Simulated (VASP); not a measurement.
A run of VASP 6.6.1 is set up as follows.

File INCAR:

```
  PREC = Accurate
  ENCUT = 520
  EDIFF = 1E-7
  ISMEAR = 0
  SIGMA = 0.15
  LREAL = False
  LASPH = True
  NELM = 100
  ALGO = Normal
  ISIF = 2
  LWAVE = False
  LCHARG = False
  GGA = PS
  NBANDS = 22
```

Contents of KPOINTS:

```
regular mesh
0
Gamma
  16 14 10
```

File POSCAR:

```
SiNi
1.0
    3.0266200000      0.0000000000      0.0000000000
    0.0000000000      3.2735000000      0.0000000000
    0.0000000000      0.0000000000      4.6977600000
Si Ni
2 2
Direct
    0.5000000000      0.5000000000      0.8423000000
    0.0000000000      0.0000000000      0.1577000000
    0.5000000000      0.5000000000      0.3442200000
    0.0000000000      0.0000000000      0.6557800000
```

Potentials or basis: VASP PAW PBE potentials, release 64 (Si, Ni).

Command:

```console
$ cat potpaw_PBE.64/Si/POTCAR potpaw_PBE.64/Ni/POTCAR > POTCAR
$ mpirun -np 1 vasp_std > vasp.out
```

**Question.** Estimate the largest force.

**Answer.** 0.111 eV/Å.

**Question.** What does it give for the band gap on the k mesh?

**Answer.** Zero (bands 14 and 15 overlap by 2.38 eV).

Forces in eV/Å, atoms in the order of the input:
```
Si   0.000  0.000 -0.014
Si   0.000  0.000  0.014
Ni   0.000  0.000 -0.111
Ni   0.000  0.000  0.111
```

Caveat: the cell stands under tension; the PAW data sets were made with another functional, which shifts forces and pressure a little. Spin polarisation is off, so any magnetic state and its effect on volume and gap are missing.
